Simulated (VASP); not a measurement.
# AlN (I-4m2) in VASP: a series of runs

Runs on AlN. Level: HSE06. Tasks: single point.

All numbers are computed with VASP 6.6.1; they aren't measurements. Logs are shortened: lines on timing, memory, paths and dates and some standing lists are left out, and cuts for length are marked.

### Step 1. The cell of the first run

The structure is tetragonal, space group I-4m2 (No. 119). Conventional cell: a = 3.090 Å, b = 3.090 Å, c = 4.413 Å, α = 90.00°, β = 90.00°, γ = 90.00°. Within 2.5 Å of Al (site symmetry -4m2) lie 4 N at 1.90 Å. Within 2.5 Å of N (site symmetry -4m2) lie 4 Al at 1.90 Å.

### Step 2. Single point, HSE06 (uniaxial z strain +1.0%)

POSCAR reads:

```
AlN
1.0
    0.0000000000      2.1848764125      2.2067251766
    2.1848764125      0.0000000000      2.2067251766
    2.1848764125      2.1848764125      0.0000000000
Al N
1 1
Direct
    0.0000000000      0.0000000000      0.0000000000
    0.2500000000      0.2500000000      0.2500000000
```

INCAR.step1 reads:

```
SYSTEM = AlN
ALGO = Normal
EDIFF = 1E-5
ENCUT = 520
GGA = PE
ISIF = 2
ISMEAR = 0
LASPH = .TRUE.
LCHARG = .FALSE.
LREAL = .FALSE.
LWAVE = .TRUE.
NBANDS = 11
NELM = 60
PREC = Accurate
SIGMA = 0.01
```

INCAR.step2 reads:

```
SYSTEM = AlN
ALGO = Normal
EDIFF = 1E-7
ENCUT = 520
GGA = PE
HFSCREEN = 0.2079
ISIF = 2
ISMEAR = 0
ISTART = 1
LASPH = .TRUE.
LCHARG = .FALSE.
LHFCALC = .TRUE.
LREAL = .FALSE.
LWAVE = .FALSE.
NBANDS = 11
NELM = 60
PREC = Accurate
PRECFOCK = Normal
SIGMA = 0.01
```

KPOINTS reads:

```
k-points
0
G
  8 8 8
  0 0 0
```

Potentials or basis: VASP PAW PBE potentials, release 64 (Al, N).

Launch:

```
$ cat potpaw_PBE.64/Al/POTCAR potpaw_PBE.64/N/POTCAR > POTCAR
$ cp INCAR.step1 INCAR
$ mpirun -np 1 vasp_std > vasp.out
$ cp INCAR.step2 INCAR
$ mpirun -np 1 vasp_std > vasp.out
```

OUTCAR:

```text
SYSTEM = AlN
   EDIFF = 1E-7
   ENCUT = 520
   GGA = PE
   HFSCREEN = 0.2079
   ISIF = 2
   ISMEAR = 0
   ISTART = 1
   LASPH = .TRUE.
   LHFCALC = .TRUE.
   LREAL = .FALSE.
   NELM = 60
   PREC = Accurate
   PRECFOCK = Normal

 ion  position               nearest neighbor table
   1  0.000  0.000  0.000-   2 1.90   2 1.90   2 1.90   2 1.90
   2  0.250  0.250  0.250-   1 1.90   1 1.90   1 1.90   1 1.90

  LATTYP: Found a body centered tetragonal cell.
 ALAT       =     3.0898818547
 C/A-ratio  =     1.4283556980

  Lattice vectors:

 A1 = (  -2.1848764125,   0.0000000000,   2.2067251766)
 A2 = (   2.1848764125,   0.0000000000,   2.2067251766)
 A3 = (   0.0000000000,   2.1848764125,  -2.2067251766)

Analysis of symmetry for initial positions (statically):
=====================================================================
 Subroutine PRICEL returns:
 Original cell was already a primitive cell.

 Routine SETGRP: Setting up the symmetry group for a
 body centered tetragonal supercell.

 Subroutine GETGRP returns: Found  8 space group operations
 (whereof  8 operations were pure point group operations)
 out of a pool of 16 trial point group operations.

The static configuration has the point symmetry D_2d.

Analysis of symmetry for dynamics (positions and initial velocities):
=====================================================================
 Subroutine PRICEL returns:
 Original cell was already a primitive cell.

 Routine SETGRP: Setting up the symmetry group for a
 body centered tetragonal supercell.

 Subroutine GETGRP returns: Found  8 space group operations
 (whereof  8 operations were pure point group operations)
 out of a pool of 16 trial point group operations.

The dynamic configuration has the point symmetry D_2d.

 Subroutine INISYM returns: Found  8 space group operations
 (whereof  8 operations are pure point group operations),
 and found     1 'primitive' translations

----------------------------------------------------------------------------------------

                                     Primitive cell

  volume of cell :      21.0684

  direct lattice vectors                    reciprocal lattice vectors
     0.000000000  2.184876412  2.206725177    -0.228845896  0.228845896  0.226580095
     2.184876412  0.000000000  2.206725177     0.228845896 -0.228845896  0.226580095
     2.184876412  2.184876412  0.000000000     0.228845896  0.228845896 -0.226580095

  length of vectors
     3.105369695  3.105369695  3.089881855     0.395068890  0.395068890  0.395068890

  position of ions in fractional coordinates (direct lattice)
     0.000000000  0.000000000  0.000000000
     0.250000000  0.250000000  0.250000000

  ion indices of the primitive-cell ions
   primitive index   ion index
                 1           1
                 2           2

----------------------------------------------------------------------------------------

 KPOINTS: k-points

Automatic generation of k-mesh.
 Grid dimensions read from file:
 generate k-points for:    8    8    8

 Generating k-lattice:

  Cartesian coordinates                     Fractional coordinates (reciprocal lattice)
    -0.028605737  0.028605737  0.028322512     0.125000000 -0.000000000  0.000000000
     0.028605737 -0.028605737  0.028322512    -0.000000000  0.125000000  0.000000000
     0.028605737  0.028605737 -0.028322512     0.000000000  0.000000000  0.125000000

  Length of vectors
     0.049383611  0.049383611  0.049383611

  Shift w.r.t. Gamma in fractional coordinates (k-lattice)
     0.000000000  0.000000000  0.000000000

 Subroutine IBZKPT returns following result:
 ===========================================

 Found     59 irreducible k-points:

 Following reciprocal coordinates:
            Coordinates               Weight
  0.000000  0.000000  0.000000      1.000000
  0.125000 -0.000000  0.000000      8.000000
  0.250000 -0.000000  0.000000      8.000000
  0.375000 -0.000000  0.000000      8.000000
  0.500000 -0.000000  0.000000      4.000000
  0.125000  0.125000  0.000000      2.000000
[... 16 lines left out ...]
  0.250000 -0.000000  0.125000     16.000000
  0.375000 -0.000000  0.125000     16.000000
 [... further k-points ...]
   k-points           NKPTS =     59   k-points in BZ     NKDIM =    512   number of bands    NBANDS=     11
   number of dos      NEDOS =    301   number of ions     NIONS =      2
   total plane-waves  NPLWV =  13824
   dimension x,y,z NGX =    24 NGY =   24 NGZ =   24
   dimension x,y,z NGXF=    48 NGYF=   48 NGZF=   48
   ions per type =               1   1
   NGX,Y,Z   is equivalent  to a cutoff of  12.85, 12.85, 12.91 a.u.
   NGXF,Y,Z  is equivalent  to a cutoff of  25.70, 25.70, 25.83 a.u.
 SYSTEM =  AlN
   PREC   = accura    normal or accurate (medium, high low for compatibility)
   ISTART =      1    job   : 0-new  1-cont  2-samecut
   ICHARG =      0    charge: 1-file 2-atom 10-const
   ISPIN  =      1    spin polarized calculation?
   LNONCOLLINEAR =      F non collinear calculations
   LSORBIT =      F    spin-orbit coupling
   LASPH  =      T    aspherical Exc in radial PAW
   ENCUT  =  520.0 eV  38.22 Ry    6.18 a.u.   5.77  5.77  5.75*2*pi/ulx,y,z
   NELM   =     60;   NELMIN=  2; NELMDL=  0     # of ELM steps
   EDIFF  = 0.1E-06   stopping-criterion for ELM
   LREAL  =      F    real-space projection
   EDIFFG = 0.1E-05   stopping-criterion for IOM
   NSW    =      0    number of steps for IOM
   IBRION =     -1    ionic relax: 0-MD 1-quasi-New 2-CG
   NFREE  =      0    steps in history (QN), initial steepest desc. (CG)
   ISIF   =      2    stress and relaxation
   ISYM   =      3    0-nonsym 1-usesym 2-fastsym
   POTIM  = 0.5000    time-step for ionic-motion
   TEBEG  =    0.0;   TEEND  =   0.0 temperature during run
   PSTRESS=    0.0 pullay stress
   NELECT =       8.0000    total number of electrons
   NUPDOWN=      -1.0000    fix difference up-down
   EMIN   =  10.00;   EMAX   =-10.00  energy-range for DOS
   EFERMI =   0.00;   METHOD = LEGACY
   ISMEAR =     0;   SIGMA  =   0.01  broadening in eV -4-tet -1-fermi 0-gaus
   EFERMI_NEDOS =   21; number of points for ismear=-14 and -15
   IALGO  =     38    algorithm
   IMIX   =      1    mixing-type and parameters
     AMIX     =   0.40;   BMIX     =  1.00
     AMIX_MAG =   1.60;   BMIX_MAG =  1.00
  volume/ion in A,a.u.               =      10.53        71.09
  Fermi-wavevector in a.u.,A,eV,Ry     =   1.185480  2.240232 19.121116  1.405362
  Thomas-Fermi vector in A             =   2.321673
   LORBIT       =      0    0 simple, 1 ext, 2 COOP (PROOUT), +10 PAW based schemes
   GGA     = PE    functional components
   LHFCALC =     T    Hartree Fock is set to
   PRECFOCK=normal    Normal, Fast or Accurate (Low or Medium for compatibility)
   ENCUT4O =  -1.0   cutoff for four orbital integrals eV
   NKREDX  =     1    reduce k-point grid by
   NKREDY  =     1    reduce k-point grid by
   NKREDZ  =     1    reduce k-point grid by
   AEXX    =    0.2500 exact exchange contribution
   HFSCREEN=    0.2079 screening length (either q_TF or 0.3 A-1)
   HFSCREENC=   0.2079 screening length for correlation (either q_TF or 0.3 A-1)
   ENCUTFOCK=  -1.0 apply spherical cutoff to Coloumb kernel
   IVDW    =     0    specifies the selected vdW correction
   LEPSILON=     F    determine dielectric tensor
   LRPA    =     F    only Hartree local field effects (RPA)
 non-spin polarized calculation
 Gauss-broadening in eV      SIGMA  =   0.01
  energy-cutoff  :      520.00
  volume of cell :       21.07
 maximum number of plane-waves:       588
  NGX = 18; NGY = 18; NGZ = 18

 number of electron       8.0000000 magnetization

 Free energy of the ion-electron system (eV)
  ---------------------------------------------------
  ext. energy  EPLUGINS =         0.00000000
  ---------------------------------------------------
  free energy    TOTEN  =       -17.39321923 eV

  energy without entropy =      -17.39321923  energy(sigma->0) =      -17.39321923

 E-fermi :   5.0062     XC(G=0):  -8.9762

 val. band max:        4.9597515377   @ k =   0.0000   0.0000   0.0000
 cond. band min:       9.4721227075   @ k =   0.5000   0.0000   0.5000
 fundamental gap:      4.5123711698
 Fermi energy:         5.0062113445

 k-point     1 :       0.0000    0.0000    0.0000
  band No.  band energies     occupation
      1     -11.4653      2.00000
      2       4.9166      2.00000
      3       4.9598      2.00000
      4       4.9598      2.00000
      5      10.3859      0.00000
      6      19.0637      0.00000
      7      19.0637      0.00000
      8      19.0750      0.00000
      9      24.2677      0.00000
     10      24.6099      0.00000
     11      25.5599      0.00000

 k-point     2 :       0.1250   -0.0000    0.0000
  band No.  band energies     occupation
      1     -11.2251      2.00000
      2       3.7080      2.00000
      3       4.8390      2.00000
      4       4.8775      2.00000
      5      11.3645      0.00000
      6      18.4951      0.00000
      7      19.2503      0.00000
      8      19.2741      0.00000
      9      22.6897      0.00000
     10      22.9218      0.00000
     11      24.6761      0.00000

 k-point     3 :       0.2500   -0.0000    0.0000
  band No.  band energies     occupation
      1     -10.5674      2.00000
      2       1.4527      2.00000
      3       4.6312      2.00000
      4       4.6917      2.00000
      5      12.7782      0.00000
      6      17.5103      0.00000
      7      18.7846      0.00000
      8      18.9327      0.00000
      9      22.9230      0.00000
     10      22.9590      0.00000
     11      23.8462      0.00000

 k-point     4 :       0.3750   -0.0000    0.0000
  band No.  band energies     occupation
      1      -9.7418      2.00000
      2      -0.5229      2.00000
      3       4.4413      2.00000
      4       4.5221      2.00000
      5      13.5198      0.00000
      6      16.7807      0.00000
      7      17.8901      0.00000
      8      18.0703      0.00000
      9      24.1774      0.00000
     10      25.0648      0.00000
     11      25.1390      0.00000

 k-point     5 :       0.5000   -0.0000    0.0000
  band No.  band energies     occupation
      1      -9.3162      2.00000
      2      -1.3555      2.00000
      3       4.3672      2.00000
      4       4.4559      2.00000
      5      13.7028      0.00000
      6      16.5025      0.00000
      7      17.5324      0.00000
      8      17.7170      0.00000
      9      24.6986      0.00000
     10      26.9892      0.00000
     11      27.0688      0.00000
[... 211 lines left out ...]
 k-point    21 :       0.5000    0.5000    0.0000
  band No.  band energies     occupation
      1      -8.6774      2.00000
      2      -0.4201      2.00000
      3       3.0632      2.00000
      4       3.0632      2.00000
      5       9.5196      0.00000
      6      15.0540      0.00000
      7      20.7612      0.00000
      8      22.6757      0.00000
      9      22.6757      0.00000
     10      30.4659      0.00000
     11      31.0590      0.00000

 k-point    22 :       0.1250    0.0000    0.1250
  band No.  band energies     occupation
      1     -11.1434      2.00000
      2       3.7787      2.00000
      3       4.5771      2.00000
      4       4.6109      2.00000
      5      11.6423      0.00000
      6      18.1219      0.00000
      7      19.4879      0.00000
      8      19.5977      0.00000
      9      20.4915      0.00000
     10      24.8353      0.00000
     11      26.5916      0.00000

 k-point    23 :       0.2500   -0.0000    0.1250
  band No.  band energies     occupation
      1     -10.6229      2.00000
      2       2.1093      2.00000
      3       4.2863      2.00000
      4       4.4084      2.00000
      5      12.6995      0.00000
      6      17.4313      0.00000
      7      18.2916      0.00000
      8      19.6774      0.00000
      9      20.8813      0.00000
     10      24.7463      0.00000
     11      26.0168      0.00000

 k-point    24 :       0.3750   -0.0000    0.1250
  band No.  band energies     occupation
      1      -9.8393      2.00000
      2       0.1801      2.00000
      3       4.0565      2.00000
      4       4.1233      2.00000
      5      13.4764      0.00000
      6      16.2785      0.00000
      7      18.1952      0.00000
      8      18.9772      0.00000
      9      22.3841      0.00000
     10      25.8987      0.00000
     11      26.2512      0.00000

 [... further k-points ...]

------------------------ aborting loop because EDIFF is reached ----------------------------------------

  FORCE on cell =-STRESS in cart. coord.  units (eV):
  Direction    XX          YY          ZZ          XY          YZ          ZX
  --------------------------------------------------------------------------------------
  -------------------------------------------------------------------------------------
  Total       -0.3113607     -0.3113607     -0.5069564      0.0000000     -0.0000000      0.0000000
  in kB      -23.6778552    -23.6778552    -38.5522005      0.0000000     -0.0000000      0.0000000
  external PRESSURE =     -28.6359703 kB  Pullay stress =       0.0000000 kB

 VOLUME and BASIS-vectors are now :
 -----------------------------------------------------------------------------
  energy-cutoff  :      520.00
  volume of cell :       21.07
      direct lattice vectors                 reciprocal lattice vectors
     0.000000000  2.184876412  2.206725177    -0.228845896  0.228845896  0.226580095
     2.184876412  0.000000000  2.206725177     0.228845896 -0.228845896  0.226580095
     2.184876412  2.184876412  0.000000000     0.228845896  0.228845896 -0.226580095

 POSITION                                       TOTAL-FORCE (eV/Angst)
 -----------------------------------------------------------------------------------
      0.00000      0.00000      0.00000         0.000000      0.000000     -0.000000
      1.09244      1.09244      1.10336         0.000000      0.000000      0.000000
 -----------------------------------------------------------------------------------
    total drift:                                0.000000      0.000000     -0.000000

  FREE ENERGIE OF THE ION-ELECTRON SYSTEM (eV)
  ---------------------------------------------------
  free  energy   TOTEN  =       -17.3932192314 eV

  energy  without entropy=      -17.3932192314  energy(sigma->0) =      -17.39321923
```

Run time: 55 min. Hardware: 1 thread of AMD EPYC 7R43 (Zen 3), shared host; peak memory 0.23 GiB.

What came out:

```
Free energy            : -17.3932 eV
Pressure               : -2.9 GPa
Band gap on the k mesh : 4.51 eV (least direct gap 5.43 eV)
```

Stress tensor (GPa, compression positive):
```
-2.37  0.00  0.00
 0.00 -2.37  0.00
 0.00  0.00 -3.86
```

Caveat: the cell differs from its parent crystal (uniaxial z strain +1.0%); the PAW data sets were made with another functional, which shifts forces and pressure a little. A k mesh can miss the band edges.

(Part 1 of 2 ends here.)
